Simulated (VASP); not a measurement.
The system is GaSb.

```
CELL_PARAMETERS angstrom
0.00000 3.06588 3.06588
3.06588 0.00000 3.06588
3.06588 3.06588 0.00000
ATOMIC_POSITIONS crystal
Ga 0.00000 0.00000 0.00000
Sb 0.25000 0.25000 0.25000
```

Program: VASP 6.6.1. Alike in all runs: task single point; potentials or basis VASP PAW PBE potentials, release 64 (Ga_d, Sb_d_GW); no spin polarisation; cell as given.

Task: Order these runs on this cell by their band gap on the k mesh, lowest first.
A. level r2SCAN; k mesh 6 × 6 × 6; cutoff (eV) 550; smearing fermi-dirac 0.05 eV
B. level PBE-based screened hybrid with 50 % exact exchange; k mesh 4 × 4 × 4; cutoff (eV) 400; smearing fermi-dirac 0.02 eV; grid for exact exchange (PRECFOCK) Normal; share of exact exchange 0.5; screening parameter 0.3 1/Å
C. level PBE-based global hybrid with 75 % exact exchange; k mesh 4 × 4 × 4; cutoff (eV) 400; smearing fermi-dirac 0.02 eV; grid for exact exchange (PRECFOCK) Normal; share of exact exchange 0.75
D. level PBE-based global hybrid with 10 % exact exchange; k mesh 4 × 4 × 4; cutoff (eV) 400; smearing fermi-dirac 0.02 eV; grid for exact exchange (PRECFOCK) Normal; share of exact exchange 0.1

Result: A (0.40 eV), D (0.57 eV), B (1.42 eV), C (4.73 eV).

Caveats: some runs use coarse meshes; spin-orbit coupling is left out, which moves the levels of the heavy elements; semilocal functionals underestimate gaps, and a narrow one can read as zero (at least some runs).

A k mesh can miss the band edges.
